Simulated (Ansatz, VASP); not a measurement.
SrO: VASP beside Ansatz

```
Sr O
1.0
    -0.05140    2.54410    2.54410
     2.54410   -0.05140    2.54410
     2.54410    2.54410   -0.05140
Sr O
1 1
Direct
  0.00000 0.00000 0.00000
  0.50000 0.50000 0.50000
```

Change from the starting cell: equal xy, yz and zx shear strains of -2 %.

Alike in both runs: task single point; functional PBEsol; k mesh 8 × 8 × 8; occupations fermi-dirac, width 0.03 eV; no spin polarisation.

|  | VASP | Ansatz |
| --- | --- | --- |
| version | VASP 6.6.1 | Ansatz 0.2.0 |
| potentials or method | VASP PAW PBE potentials, release 64 (Sr_sv, O), cutoff 520 eV | all-electron LAPW, scalar-relativistic |

Ansatz gave:

- gap on the k mesh at the Fermi level (eV): 3.15
- pressure (GPa): -0.9
- traceless stress, the component that is largest in VASP (GPa): 1.04

Task: What did VASP give for the same quantities?

Result: gap on the k mesh at the Fermi level (eV): 3.11; pressure (GPa): -0.3; traceless stress, the component that is largest in VASP (GPa): 1.04.

VASP's potentials were made for PBE, not for PBEsol. Ansatz ran all-electron here, and VASP with PAW potentials.
